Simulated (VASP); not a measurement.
# MoS2 (P-3m1) in VASP: single point with PBEsol+D3(BJ)

Aim: the single point of MoS2 with PBEsol+D3(BJ).

Program: VASP 6.6.1. These are calculated values, not measurements. Logs are shortened: lines on timing, memory, paths and dates and some standing lists are left out, and cuts for length are marked.

## 1. The cell of the first run

Symmetry: P-3m1, No. 164, trigonal system. The conventional cell has a = 3.080 Å, b = 3.080 Å, c = 20.591 Å, α = 90.00°, β = 90.00°, γ = 120.00°. Within 3.2 Å of Mo (site symmetry 3m) lie 6 S at 2.40 Å and 6 Mo at 3.08 Å. Within 3.2 Å of Mo (site symmetry -3m) lie 6 S at 2.40 Å and 6 Mo at 3.08 Å. S (site symmetry 3m) has 3 Mo at 2.40 Å and 9 S at 3.08 to 3.13 Å within 3.2 Å. S (site symmetry 3m) has 3 Mo at 2.40 Å and 6 S at 3.08 Å within 3.2 Å. Within 3.2 Å of S (site symmetry 3m) lie 3 Mo at 2.40 Å and 9 S at 3.08 to 3.13 Å.

## 2. Single point, PBEsol+D3(BJ)

Contents of INCAR:

```
  PREC = Accurate
  ENCUT = 520
  EDIFF = 1E-6
  ISMEAR = 0
  SIGMA = 0.15
  LREAL = False
  LASPH = True
  NELM = 60
  ALGO = Normal
  ISIF = 2
  LWAVE = False
  LCHARG = True
  GGA = PS
  IVDW = 12
  LELF = True
  LVHAR = True
  NBANDS = 49
```

Contents of KPOINTS:

```
regular mesh
0
Gamma
  14 14 3
```

Contents of POSCAR:

```
MoS2
1.0
   -1.5399048628     -2.6671934611      0.0000000000
    1.5399048628     -2.6671934611      0.0000000000
    0.0000000000      0.0000000000     20.5911508613
Mo S
3 6
Direct
    0.3333333333      0.3333333333      0.1407374196
    0.6666666667      0.6666666667      0.4222685650
    1.0000000000      1.0000000000      0.7037997104
    1.0000000000      1.0000000000      0.5004450638
    0.3333333333      0.3333333333      0.7819762092
    0.6666666667      0.6666666667      0.2189139184
    1.0000000000      1.0000000000      0.0625609208
    0.3333333333      0.3333333333      0.3440920662
    0.6666666667      0.6666666667      0.6256232116
```

Potentials or basis: VASP PAW PBE potentials, release 64 (Mo_sv, S).

Started as:

```bash
$ cat potpaw_PBE.64/Mo_sv/POTCAR potpaw_PBE.64/S/POTCAR > POTCAR
$ mpirun -np 1 vasp_std > vasp.out
```

OUTCAR:

```text
PREC = Accurate
   ENCUT = 520
   EDIFF = 1E-6
   ISMEAR = 0
   LREAL = False
   LASPH = True
   NELM = 60
   ISIF = 2
   GGA = PS
   IVDW = 12
 IVDW          = 12

 ion  position               nearest neighbor table
   1  0.333  0.333  0.141-   7 2.40   6 2.40   6 2.40   7 2.40   7 2.40   6 2.40
   2  0.667  0.667  0.422-   4 2.40   8 2.40   8 2.40   4 2.40   4 2.40   8 2.40
   3  0.000  0.000  0.704-   9 2.40   5 2.40   9 2.40   9 2.40   5 2.40   5 2.40
   4  0.000  0.000  0.500-   2 2.40   2 2.40   2 2.40
   5  0.333  0.333  0.782-   3 2.40   3 2.40   3 2.40
   6  0.667  0.667  0.219-   1 2.40   1 2.40   1 2.40
   7  0.000  0.000  0.063-   1 2.40   1 2.40   1 2.40
   8  0.333  0.333  0.344-   2 2.40   2 2.40   2 2.40
   9  0.667  0.667  0.626-   3 2.40   3 2.40   3 2.40

  LATTYP: Found a hexagonal cell.
 ALAT       =     3.0798097255
 C/A-ratio  =     6.6858516261

  Lattice vectors:

 A1 = (  -1.5399048628,   2.6671934611,   0.0000000000)
 A2 = (  -1.5399048628,  -2.6671934611,   0.0000000000)
 A3 = (   0.0000000000,   0.0000000000,  20.5911508613)

Analysis of symmetry for initial positions (statically):
=====================================================================
 Subroutine PRICEL returns:
 Original cell was already a primitive cell.

 Routine SETGRP: Setting up the symmetry group for a
 hexagonal supercell.

 Subroutine GETGRP returns: Found 12 space group operations
 (whereof  6 operations were pure point group operations)
 out of a pool of 24 trial point group operations.

The static configuration has the point symmetry C_3v.
 The point group associated with its full space group is D_3d.

Analysis of symmetry for dynamics (positions and initial velocities):
=====================================================================
 Subroutine PRICEL returns:
 Original cell was already a primitive cell.

 Routine SETGRP: Setting up the symmetry group for a
 hexagonal supercell.

 Subroutine GETGRP returns: Found 12 space group operations
 (whereof  6 operations were pure point group operations)
 out of a pool of 24 trial point group operations.

The dynamic configuration has the point symmetry C_3v.
 The point group associated with its full space group is D_3d.

 Subroutine INISYM returns: Found 12 space group operations
 (whereof  6 operations are pure point group operations),
 and found     1 'primitive' translations

----------------------------------------------------------------------------------------

                                     Primitive cell

  volume of cell :     169.1449

  direct lattice vectors                    reciprocal lattice vectors
    -1.539904863 -2.667193461  0.000000000    -0.324695384 -0.187462967  0.000000000
     1.539904863 -2.667193461  0.000000000     0.324695384 -0.187462967  0.000000000
     0.000000000  0.000000000 20.591150861     0.000000000  0.000000000  0.048564551

  length of vectors
     3.079809726  3.079809726 20.591150861     0.374925934  0.374925934  0.048564551

  position of ions in fractional coordinates (direct lattice)
     0.333333333  0.333333333  0.140737420
     0.666666667  0.666666667  0.422268565
     0.000000000  0.000000000  0.703799710
     0.000000000  0.000000000  0.500445064
     0.333333333  0.333333333  0.781976209
     0.666666667  0.666666667  0.218913918
     0.000000000  0.000000000  0.062560921
     0.333333333  0.333333333  0.344092066
     0.666666667  0.666666667  0.625623212

  ion indices of the primitive-cell ions
   primitive index   ion index
                 1           1
                 2           2
                 3           3
                 4           4
                 5           5
                 6           6
                 7           7
                 8           8
                 9           9

----------------------------------------------------------------------------------------

 KPOINTS: regular mesh

Automatic generation of k-mesh.
 Grid dimensions read from file:
 generate k-points for:   14   14    3

 Generating k-lattice:

  Cartesian coordinates                     Fractional coordinates (reciprocal lattice)
    -0.023192527 -0.013390212  0.000000000     0.071428571  0.000000000  0.000000000
     0.023192527 -0.013390212  0.000000000     0.000000000  0.071428571  0.000000000
     0.000000000  0.000000000  0.016188184     0.000000000  0.000000000  0.333333333

  Length of vectors
     0.026780424  0.026780424  0.016188184

  Shift w.r.t. Gamma in fractional coordinates (k-lattice)
     0.000000000  0.000000000  0.000000000

 Subroutine IBZKPT returns following result:
 ===========================================

 Found     64 irreducible k-points:

 Following reciprocal coordinates:
            Coordinates               Weight
  0.000000  0.000000  0.000000      1.000000
  0.071429  0.000000  0.000000      6.000000
  0.142857  0.000000  0.000000      6.000000
  0.214286  0.000000  0.000000      6.000000
  0.285714  0.000000  0.000000      6.000000
  0.357143  0.000000  0.000000      6.000000
[... 16 lines left out ...]
 -0.428571  0.285714  0.000000      6.000000
 -0.357143  0.285714  0.000000      6.000000
 [... further k-points ...]
   k-points           NKPTS =     64   k-points in BZ     NKDIM =     64   number of bands    NBANDS=     49
   number of dos      NEDOS =    301   number of ions     NIONS =      9
   total plane-waves  NPLWV =  92160
   dimension x,y,z NGX =    24 NGY =   24 NGZ =  160
   dimension x,y,z NGXF=    48 NGYF=   48 NGZF=  320
   ions per type =               3   6
   NGX,Y,Z   is equivalent  to a cutoff of  12.96, 12.96, 12.92 a.u.
   NGXF,Y,Z  is equivalent  to a cutoff of  25.91, 25.91, 25.84 a.u.
 SYSTEM =  unknown system
   PREC   = accura    normal or accurate (medium, high low for compatibility)
   ISTART =      0    job   : 0-new  1-cont  2-samecut
   ICHARG =      2    charge: 1-file 2-atom 10-const
   ISPIN  =      1    spin polarized calculation?
   LNONCOLLINEAR =      F non collinear calculations
   LSORBIT =      F    spin-orbit coupling
   LASPH  =      T    aspherical Exc in radial PAW
   ENCUT  =  520.0 eV  38.22 Ry    6.18 a.u.   5.73  5.73 38.29*2*pi/ulx,y,z
   NELM   =     60;   NELMIN=  2; NELMDL= -5     # of ELM steps
   EDIFF  = 0.1E-05   stopping-criterion for ELM
   LREAL  =      F    real-space projection
   EDIFFG = 0.1E-04   stopping-criterion for IOM
   NSW    =      0    number of steps for IOM
   IBRION =     -1    ionic relax: 0-MD 1-quasi-New 2-CG
   NFREE  =      0    steps in history (QN), initial steepest desc. (CG)
   ISIF   =      2    stress and relaxation
   ISYM   =      2    0-nonsym 1-usesym 2-fastsym
   POTIM  = 0.5000    time-step for ionic-motion
   TEBEG  =    0.0;   TEEND  =   0.0 temperature during run
   PSTRESS=    0.0 pullay stress
   NELECT =      78.0000    total number of electrons
   NUPDOWN=      -1.0000    fix difference up-down
   EMIN   =  10.00;   EMAX   =-10.00  energy-range for DOS
   EFERMI =   0.00;   METHOD = LEGACY
   ISMEAR =     0;   SIGMA  =   0.15  broadening in eV -4-tet -1-fermi 0-gaus
   EFERMI_NEDOS =   21; number of points for ismear=-14 and -15
   IALGO  =     38    algorithm
   IMIX   =      4    mixing-type and parameters
     AMIX     =   0.40;   BMIX     =  1.00
     AMIX_MAG =   1.60;   BMIX_MAG =  1.00
  volume/ion in A,a.u.               =      18.79       126.83
  Fermi-wavevector in a.u.,A,eV,Ry     =   1.264795  2.390115 21.765315  1.599706
  Thomas-Fermi vector in A             =   2.398081
   LORBIT       =      0    0 simple, 1 ext, 2 COOP (PROOUT), +10 PAW based schemes
   GGA     = PS    functional components
   LHFCALC =     F    Hartree Fock is set to
   AEXX    =    0.0000 exact exchange contribution
   IVDW    =    12    specifies the selected vdW correction
   LEPSILON=     F    determine dielectric tensor
   LRPA    =     F    only Hartree local field effects (RPA)
 non-spin polarized calculation
 Gauss-broadening in eV      SIGMA  =   0.15
  energy-cutoff  :      520.00
  volume of cell :      169.14
 maximum number of plane-waves:      4584
   NGX = 11   NGY = 11   NGZ = 77

 number of electron      77.9999992 magnetization

 Free energy of the ion-electron system (eV)
  ---------------------------------------------------
  ext. energy  EPLUGINS =         0.00000000
  ---------------------------------------------------
  free energy    TOTEN  =       -67.79132915 eV

  energy without entropy =      -67.77139118  energy(sigma->0) =      -67.78136017

 E-fermi :   6.9153     XC(G=0): -10.3217

 val. band max:        6.8076396571   @ k =   0.2143   0.3571   0.3333
 cond. band min:       6.9222016286   @ k =   0.2857   0.1429   0.3333
 fundamental gap:      0.1145619715
 Fermi energy:         6.9153185655

 k-point     1 :       0.0000    0.0000    0.0000
  band No.  band energies     occupation
      1     -54.6029      2.00000
      2     -54.6029      2.00000
      3     -54.5528      2.00000
      4     -28.7768      2.00000
      5     -28.7768      2.00000
      6     -28.7340      2.00000
[... 41 lines left out ...]
     48      10.3785      0.00000
     49      10.3906      0.00000

 k-point     2 :       0.0714    0.0000    0.0000
  band No.  band energies     occupation
      1     -54.6000      2.00000
      2     -54.6000      2.00000
      3     -54.5499      2.00000
      4     -28.7716      2.00000
      5     -28.7715      2.00000
      6     -28.7288      2.00000
[... 41 lines left out ...]
     48      10.1909      0.00000
     49      10.2864      0.00000

 k-point     3 :       0.1429    0.0000    0.0000
  band No.  band energies     occupation
      1     -54.5920      2.00000
      2     -54.5920      2.00000
      3     -54.5419      2.00000
      4     -28.7569      2.00000
      5     -28.7569      2.00000
      6     -28.7141      2.00000
[... 1081 lines left out ...]
     48      10.1482      0.00000
     49      10.6511      0.00000

 k-point    24 :      -0.3571    0.2857    0.0000
  band No.  band energies     occupation
      1     -54.5379      2.00000
      2     -54.5379      2.00000
      3     -54.4878      2.00000
      4     -28.9352      2.00000
      5     -28.9352      2.00000
      6     -28.8835      2.00000
[... 41 lines left out ...]
     48      10.2210      0.00000
     49      10.6225      0.00000

 [... further k-points ...]

------------------------ aborting loop because EDIFF is reached ----------------------------------------

 Edisp (eV)   -3.31094

 E8    (eV) :    -2.0893

  FORCE on cell =-STRESS in cart. coord.  units (eV):
  Direction    XX          YY          ZZ          XY          YZ          ZX
  --------------------------------------------------------------------------------------
  -------------------------------------------------------------------------------------
  Total       0.11426     0.11426     0.09126     0.00000    -0.00000     0.00000
  in kB       1.08232     1.08232     0.86441     0.00000    -0.00000     0.00000
  external pressure =        1.01 kB  Pullay stress =        0.00 kB

 VOLUME and BASIS-vectors are now :
 -----------------------------------------------------------------------------
  energy-cutoff  :      520.00
  volume of cell :      169.14
      direct lattice vectors                 reciprocal lattice vectors
    -1.539904863 -2.667193461  0.000000000    -0.324695384 -0.187462967  0.000000000
     1.539904863 -2.667193461  0.000000000     0.324695384 -0.187462967  0.000000000
     0.000000000  0.000000000 20.591150861     0.000000000  0.000000000  0.048564551

 POSITION                                       TOTAL-FORCE (eV/Angst)
 -----------------------------------------------------------------------------------
      0.00000     -1.77813      2.89795         0.000000      0.000000     -0.045106
      0.00000     -3.55626      8.69500         0.000000     -0.000000     -0.000000
      0.00000      0.00000     14.49205        -0.000000     -0.000000      0.045106
      0.00000      0.00000     10.30474        -0.000000     -0.000000      0.019409
      0.00000     -1.77813     16.10179        -0.000000      0.000000      0.087428
      0.00000     -3.55626      4.50769        -0.000000     -0.000000      0.087120
      0.00000      0.00000      1.28820        -0.000000     -0.000000     -0.087428
      0.00000     -1.77813      7.08525        -0.000000     -0.000000     -0.019409
      0.00000     -3.55626     12.88230        -0.000000      0.000000     -0.087120
 -----------------------------------------------------------------------------------
    total drift:                                0.000000      0.000000      0.000027

  FREE ENERGIE OF THE ION-ELECTRON SYSTEM (eV)
  ---------------------------------------------------
  free  energy   TOTEN  =       -71.1022719939 eV

  energy  without entropy=      -71.0823340243  energy(sigma->0) =      -71.09230301
```

Wall time 17 min (1 thread of Intel Xeon 6975P-C, shared host); peak memory 0.55 GiB.

Results:

```yaml
Free_energy: -71.1023 eV
Pressure: 0.1 GPa
Largest_force: 0.087 eV/Å
Band_gap_on_the_k_mesh: zero (band 39 reaches 7.21 eV, above the bottom of band 40 at 6.78 eV)
Dispersion_energy_per_atom: -0.368 eV
```

Forces in eV/Å, atoms in the order of the input:
```
Mo   0.000  0.000 -0.045
Mo   0.000  0.000  0.000
Mo   0.000  0.000  0.045
S    0.000  0.000  0.019
S    0.000  0.000  0.087
S    0.000  0.000  0.087
S    0.000  0.000 -0.087
S    0.000  0.000 -0.019
S    0.000  0.000 -0.087
```

Caveat: the PAW data sets were made with another functional, which shifts forces and pressure a little; pairwise dispersion overbinds metals, which lowers pressure and volume.
